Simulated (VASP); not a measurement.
# Hg (R-3m) in VASP: single point with r2SCAN

Aim: the single point of Hg with r2SCAN.

All numbers are computed with VASP 6.6.1; they aren't measurements. Logs are shortened: lines on timing, memory, paths and dates and some standing lists are left out, and cuts for length are marked.

## Step 1: The cell of the first run

It takes space group R-3m (No. 166, trigonal). Conventional cell: a = 3.756 Å, b = 3.756 Å, c = 6.464 Å, α = 90.00°, β = 90.00°, γ = 120.00°. Hg (site symmetry -3m) has 12 Hg at 3.06 to 3.76 Å within 4.0 Å.

## Step 2: Single point, r2SCAN

Contents of POSCAR:

```
Hg
1.0
    1.8778599134      1.0841829265      2.1547277986
   -1.8778599134      1.0841829265      2.1547277986
    0.0000000000     -2.1683658530      2.1547277985
Hg
1
Direct
    0.0000000000      1.0000000000      1.0000000000
```

Contents of INCAR.step1:

```
SYSTEM = Hg
PREC     = Accurate       ! precision mode
ENCUT    = 550            ! plane-wave cutoff, eV
ISMEAR   = -1             ! smearing method
SIGMA    = 0.1            ! smearing width, eV
LREAL    = .FALSE.        ! projectors in reciprocal space
LASPH    = .TRUE.         ! aspherical terms in the spheres
NELM     = 120            ! most SCF steps
NBANDS   = 12             ! bands
GGA      = PE             ! functional
ALGO     = Normal         ! electronic algorithm
EDIFF    = 1E-5           ! SCF threshold, eV
LWAVE    = .TRUE.         ! write WAVECAR
LCHARG   = .FALSE.        ! write CHGCAR
GGA_COMPAT= .FALSE.
```

Contents of INCAR.step2:

```
SYSTEM = Hg
PREC     = Accurate       ! precision mode
ENCUT    = 550            ! plane-wave cutoff, eV
EDIFF    = 1E-6           ! SCF threshold, eV
ISMEAR   = -1             ! smearing method
SIGMA    = 0.1            ! smearing width, eV
LREAL    = .FALSE.        ! projectors in reciprocal space
LASPH    = .TRUE.         ! aspherical terms in the spheres
NELM     = 120            ! most SCF steps
ALGO     = Normal         ! electronic algorithm
ISIF     = 2              ! what is computed and relaxed
LWAVE    = .FALSE.        ! write WAVECAR
LCHARG   = .FALSE.        ! write CHGCAR
METAGGA  = R2SCAN         ! meta-GGA
LMIXTAU  = .TRUE.       
NBANDS   = 12             ! bands
ISTART   = 1            
GGA_COMPAT= .FALSE.
```

Contents of KPOINTS:

```
Automatic mesh
0
G
  6 6 6
  0 0 0
```

Potentials or basis: VASP PAW PBE potentials, release 64 (Hg).

The run is started by

```console
$ cat potpaw_PBE.64/Hg/POTCAR > POTCAR
$ cp INCAR.step1 INCAR
$ mpirun -np 1 vasp_std > vasp.out
$ cp INCAR.step2 INCAR
$ mpirun -np 1 vasp_std > vasp.out
```

OUTCAR:

```text
SYSTEM = Hg
   PREC = Accurate
   ENCUT = 550
   EDIFF = 1E-6
   ISMEAR = -1
   LREAL = .FALSE.
   LASPH = .TRUE.
   NELM = 120
   ISIF = 2
   METAGGA = R2SCAN
   ISTART = 1

 ion  position               nearest neighbor table
   1  0.000  0.000  0.000-

  LATTYP: Found a trigonal (rhomboedric) cell.
 ALAT       =     3.0569040480
 COS(alpha) =     0.2452680003

  Lattice vectors:

 A1 = (   1.8778599134,   1.0841829265,   2.1547277986)
 A2 = (  -1.8778599134,   1.0841829265,   2.1547277986)
 A3 = (   0.0000000000,  -2.1683658530,   2.1547277985)

Analysis of symmetry for initial positions (statically):
=====================================================================
 Subroutine PRICEL returns:
 Original cell was already a primitive cell.

 Routine SETGRP: Setting up the symmetry group for a
 trigonal (rhombohedral) supercell.

 Subroutine GETGRP returns: Found 12 space group operations
 (whereof 12 operations were pure point group operations)
 out of a pool of 12 trial point group operations.

The static configuration has the point symmetry D_3d.

Analysis of symmetry for dynamics (positions and initial velocities):
=====================================================================
 Subroutine PRICEL returns:
 Original cell was already a primitive cell.

 Routine SETGRP: Setting up the symmetry group for a
 trigonal (rhombohedral) supercell.

 Subroutine GETGRP returns: Found 12 space group operations
 (whereof 12 operations were pure point group operations)
 out of a pool of 12 trial point group operations.

The dynamic configuration has the point symmetry D_3d.

 Subroutine INISYM returns: Found 12 space group operations
 (whereof 12 operations are pure point group operations),
 and found     1 'primitive' translations

----------------------------------------------------------------------------------------

                                     Primitive cell

  volume of cell :      26.3214

  direct lattice vectors                    reciprocal lattice vectors
     1.877859913  1.084182927  2.154727799     0.266260543  0.153725596  0.154698581
    -1.877859913  1.084182927  2.154727799    -0.266260543  0.153725596  0.154698581
     0.000000000 -2.168365853  2.154727799     0.000000000 -0.307451192  0.154698581

  length of vectors
     3.056904048  3.056904048  3.056904048     0.344177115  0.344177115  0.344177115

  position of ions in fractional coordinates (direct lattice)
[... 77 lines left out ...]
   EDIFF  = 0.1E-05   stopping-criterion for ELM
   LREAL  =      F    real-space projection
   EDIFFG = 0.1E-04   stopping-criterion for IOM
   NSW    =      0    number of steps for IOM
   IBRION =     -1    ionic relax: 0-MD 1-quasi-New 2-CG
   NFREE  =      0    steps in history (QN), initial steepest desc. (CG)
   ISIF   =      2    stress and relaxation
   ISYM   =      2    0-nonsym 1-usesym 2-fastsym
   POTIM  = 0.5000    time-step for ionic-motion
   TEBEG  =    0.0;   TEEND  =   0.0 temperature during run
   PSTRESS=    0.0 pullay stress
   NELECT =      12.0000    total number of electrons
   NUPDOWN=      -1.0000    fix difference up-down
   EMIN   =  10.00;   EMAX   =-10.00  energy-range for DOS
   EFERMI =   0.00;   METHOD = LEGACY
   ISMEAR =    -1;   SIGMA  =   0.10  broadening in eV -4-tet -1-fermi 0-gaus
   EFERMI_NEDOS =   21; number of points for ismear=-14 and -15
   IALGO  =     38    algorithm
   IMIX   =      4    mixing-type and parameters
     AMIX     =   0.40;   BMIX     =  1.00
     AMIX_MAG =   1.60;   BMIX_MAG =  1.00
  volume/ion in A,a.u.               =      26.32       177.63
  Fermi-wavevector in a.u.,A,eV,Ry     =   1.259985  2.381027 21.600101  1.587563
  Thomas-Fermi vector in A             =   2.393518
   LORBIT       =      0    0 simple, 1 ext, 2 COOP (PROOUT), +10 PAW based schemes
   METAGGA = R2SCAN    functional components
   LHFCALC =     F    Hartree Fock is set to
   AEXX    =    0.0000 exact exchange contribution
   IVDW    =     0    specifies the selected vdW correction
   LEPSILON=     F    determine dielectric tensor
   LRPA    =     F    only Hartree local field effects (RPA)
 non-spin polarized calculation
  energy-cutoff  :      550.00
  volume of cell :       26.32
 maximum number of plane-waves:       784
   NGX = 11   NGY = 11   NGZ = 11

 number of electron      12.0000003 magnetization

 Free energy of the ion-electron system (eV)
  ---------------------------------------------------
  ext. energy  EPLUGINS =         0.00000000
  ---------------------------------------------------
  free energy    TOTEN  =       -49.36777782 eV

  energy without entropy =      -49.36025425  energy(sigma->0) =      -49.36401604

 E-fermi :   1.8937     XC(G=0): -10.8125

 val. band max:        1.6956128722   @ k =   0.5000   0.5000   0.1667
 cond. band min:       2.0229539146   @ k =   0.5000   0.5000   0.3333
 fundamental gap:      0.3273410424
 Fermi energy:         1.8937264607

 k-point     1 :       0.0000    0.0000    0.0000
  band No.  band energies     occupation
      1      -6.7520      2.00000
      2      -6.1119      2.00000
      3      -6.1119      2.00000
      4      -4.5268      2.00000
      5      -4.5250      2.00000
      6      -4.5250      2.00000
      7      13.3292      0.00000
      8      13.3292      0.00000
      9      13.5496      0.00000
     10      17.4625      0.00000
     11      18.9677      0.00000
     12      18.9677      0.00000
[... 331 lines left out ...]
 k-point    24 :      -0.3333    0.5000    0.1667
  band No.  band energies     occupation
      1      -5.8173      2.00000
      2      -5.7814      2.00000
      3      -5.0054      2.00000
      4      -4.7782      2.00000
      5      -4.2222      2.00000
      6       1.2257      1.99749
      7       3.7543      0.00000
      8       6.3869      0.00000
      9      10.0853      0.00000
     10      13.4922      0.00000
     11      19.1141      0.00000
     12      23.0136      0.00000

 [... further k-points ...]
[... 5 lines left out ...]
  --------------------------------------------------------------------------------------
  -------------------------------------------------------------------------------------
  Total        0.0425375      0.0425375     -0.0903872      0.0000000      0.0000000      0.0000000
  in kB        2.5892444      2.5892444     -5.5018400      0.0000000      0.0000000      0.0000000
  external PRESSURE =      -0.1077837 kB  Pullay stress =       0.0000000 kB

 VOLUME and BASIS-vectors are now :
 -----------------------------------------------------------------------------
  energy-cutoff  :      550.00
  volume of cell :       26.32
      direct lattice vectors                 reciprocal lattice vectors
     1.877859913  1.084182927  2.154727799     0.266260543  0.153725596  0.154698581
    -1.877859913  1.084182927  2.154727799    -0.266260543  0.153725596  0.154698581
     0.000000000 -2.168365853  2.154727799     0.000000000 -0.307451192  0.154698581

 POSITION                                       TOTAL-FORCE (eV/Angst)
 -----------------------------------------------------------------------------------
      0.00000      0.00000      0.00000         0.000000      0.000000     -0.000000
 -----------------------------------------------------------------------------------
    total drift:                                0.000000     -0.000000     -0.000000

  FREE ENERGIE OF THE ION-ELECTRON SYSTEM (eV)
  ---------------------------------------------------
  free  energy   TOTEN  =       -49.3677778210 eV

  energy  without entropy=      -49.3602542519  energy(sigma->0) =      -49.36401604
```

Run time: 48 s. Hardware: 1 thread of Intel Xeon 8259CL, shared host; peak memory 0.15 GiB.

Results:

```
Free energy            : -49.3678 eV
Pressure               : 0.0 GPa
Band gap on the k mesh : zero (band 6 reaches 3.07 eV, above the bottom of band 7 at 0.37 eV)
```

Caveat: the k points lie up to 0.36 Å⁻¹ apart; the PAW data sets were made with another functional, which shifts forces and pressure a little; spin-orbit coupling is left out, which moves the levels of the heavy elements.
